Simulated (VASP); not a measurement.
Here is a VASP 6.6.1 calculation.

File INCAR:

```
SYSTEM = AgB2
PREC = Accurate
ENCUT = 520
EDIFF = 1E-7
ISMEAR = -1
SIGMA = 0.05
LREAL = .False.
LASPH = .True.
NELM = 60
ALGO = Normal
ISIF = 2
LWAVE = .False.
LCHARG = .False.
GGA = PS
NBANDS = 16
```

Contents of KPOINTS:

```
Automatic mesh
0
Gamma
  16 16 13
  0 0 0
```

The input POSCAR:

```
AgB2
1.0
    3.0000016405      0.0000000000      0.0000000000
   -1.5000008203      2.5980776321      0.0000000000
    0.0000000000      0.0000000000      3.2724000000
Ag B
1 2
Direct
    0.0000000000      0.0000000000      0.0000000000
    0.3333333333      0.6666666667      0.5000000000
    0.6666666667      0.3333333333      0.5000000000
```

Potentials or basis: VASP PAW PBE potentials, release 64 (Ag, B).

Run with:

```console
$ cat potpaw_PBE.64/Ag/POTCAR potpaw_PBE.64/B/POTCAR > POTCAR
$ mpirun -np 1 vasp_std > vasp.out
```

Q: What does it give for the pressure?

A: 43.5 GPa.

Stress tensor (GPa, compression positive):
```
33.59  0.00  0.00
 0.00 33.59  0.00
 0.00  0.00 63.37
```

Caveat: the cell differs from its parent crystal (zz strain of +1 %); the PAW data sets were made with another functional, which shifts forces and pressure a little.
